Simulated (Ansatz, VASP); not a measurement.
**Si2W: VASP beside Ansatz**

```
CELL_PARAMETERS angstrom
-1.52281 1.64101 3.94000
1.64101 -1.52281 3.94000
1.57099 1.57099 -3.89182
ATOMIC_POSITIONS crystal
Si 0.33300 0.33300 0.00000
Si 0.66700 0.66700 0.00000
W 0.00000 0.00000 0.00000
```

Change from the starting cell: equal xy, yz and zx shear strains of +3 %.

Alike in both runs: task single point; functional PBE; k mesh 11 × 11 × 14; occupations fermi-dirac, width 0.05 eV; no spin polarisation.

|  | VASP | Ansatz |
| --- | --- | --- |
| version | VASP 6.6.1 | Ansatz 0.2.0 |
| potentials or method | VASP PAW PBE potentials, release 64 (Si, W_sv), cutoff 520 eV | all-electron LAPW, scalar-relativistic |

|  | VASP | Ansatz | Ansatz less VASP |
| --- | --- | --- | --- |
| pressure (GPa) | 2.4 | 2.4 | -0.08 |
| traceless stress, the component that is largest in VASP (GPa) | -5.74 | -5.73 | +0.006 |
| rms of the force components (eV/Å) | 0.090 | 0.093 | +0.0026 |

Atom by atom the forces differ by 0.003 eV/Å (rms over components). Ansatz ran all-electron here, and VASP with PAW potentials.

Neither program's run includes spin-orbit coupling.
